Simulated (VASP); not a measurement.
Here is a VASP 6.6.1 calculation.

The input INCAR:

```
SYSTEM = V
PREC = Accurate
ENCUT = 600
EDIFF = 1E-6
ISMEAR = -1
SIGMA = 0.15
LREAL = .FALSE.
LASPH = .TRUE.
NELM = 100
ALGO = Normal
ISIF = 3
LWAVE = .FALSE.
LCHARG = .FALSE.
GGA = CA
IBRION = 2
NSW = 80
EDIFFG = -0.001
```

The input KPOINTS:

```
regular mesh
0
G
  28 28 28
  0 0 0
```

File POSCAR:

```
V
1.0
   -1.4631662778      1.4631662778      1.4631662778
    1.4631662778     -1.4631662778      1.4631662778
    1.4631662778      1.4631662778     -1.4631662778
V
1
Direct
    0.0000000000      0.0000000000      0.0000000000
```

Potentials or basis: VASP PAW LDA potentials, release 64 (V_sv).

Launch:

```console
$ cat potpaw_LDA.64/V_sv/POTCAR > POTCAR
$ mpirun -np 1 vasp_std > vasp.out
```

(1) What does it give for the relaxed volume?

(2) What does it give for the band gap on the k mesh?

## Answers

(1) 12.60 Å³/atom.

(2) zero (an odd number of electrons rules out a gap without spin polarisation).
